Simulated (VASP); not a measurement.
Runs of VASP 6.6.1 on NaH. The structure is that of space group Pm-3m (No. 221), or close to it. The cells are those of the table. 

```csv
cell,gap on the mesh (eV),pressure (GPa)
"a = 2.896, b = 2.896, c = 2.955 Å, 2 atoms",1.47,0.3
"a = 2.975, b = 2.975, c = 2.955 Å, 2 atoms",1.58,-1.2
"a = 3.014, b = 3.014, c = 2.955 Å, 2 atoms",1.53,(a)
"a = 2.955 Å, 2 atoms",1.60,(c)
"a = 2.935, b = 2.935, c = 2.955 Å, 2 atoms",1.56,-0.6
"a = 2.916, b = 2.916, c = 2.955 Å, 2 atoms",1.51,-0.1
"a = 2.995, b = 2.995, c = 2.955 Å, 2 atoms",1.56,(b)
```

Alike in all rows: task single point; level r2SCAN; potentials or basis VASP PAW PBE potentials, release 64 (Na_pv, H); no spin polarisation; k mesh 6 × 6 × 6; cutoff (eV) 520; smearing gaussian 0.02 eV.

**Question.** Estimate the missing entries.

**Answer.** (a) -1.7; (b) -1.4; (c) -0.9.

Caveats: the PAW data sets were made with another functional, which shifts forces and pressure a little.

A k mesh can miss the band edges.
